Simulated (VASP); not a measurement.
CaO, 2 atoms in the cell. The structure is cubic, space group Fm-3m (No. 225). The conventional cell has a = 4.807 Å, b = 4.807 Å, c = 4.807 Å, α = 90.00°, β = 90.00°, γ = 90.00°. Ca (site symmetry m-3m) has 6 O at 2.40 Å within 3.2 Å. Within 3.2 Å of O (site symmetry m-3m) lie 6 Ca at 2.40 Å. 

```yaml
Program: VASP 6.6.1
Task: relaxation of cell and atoms
Functional: revPBE
Dispersion: D3(BJ)
Potentials_or_basis: VASP PAW PBE potentials, release 64 (Ca_sv, O)
Cutoff: 600 eV
k_mesh: 10 × 10 × 10
Occupations: fermi-dirac, width 0.05 eV
Spin: no spin polarisation
Dipole_correction: no
Further_INCAR_settings: ALGO = Normal; EDIFF = 1e-06; IBRION = 2; EDIFFG = -0.01; NSW = 80; ISIF = 3
```

Potentials or basis: VASP PAW PBE potentials, release 64 (Ca_sv, O).

Launch:

```bash
$ cat potpaw_PBE.64/Ca_sv/POTCAR potpaw_PBE.64/O/POTCAR > POTCAR
$ mpirun -np 1 vasp_std > vasp.out
```

Hardware: 1 thread of AMD EPYC 7R13 (shared host).

How long does it take, and how much memory?

It took 60 s on 1 thread of AMD EPYC 7R13, with other jobs on the host, peak memory 0.16 GiB. Counts: scf iterations 26, k points 47, ion steps 3.
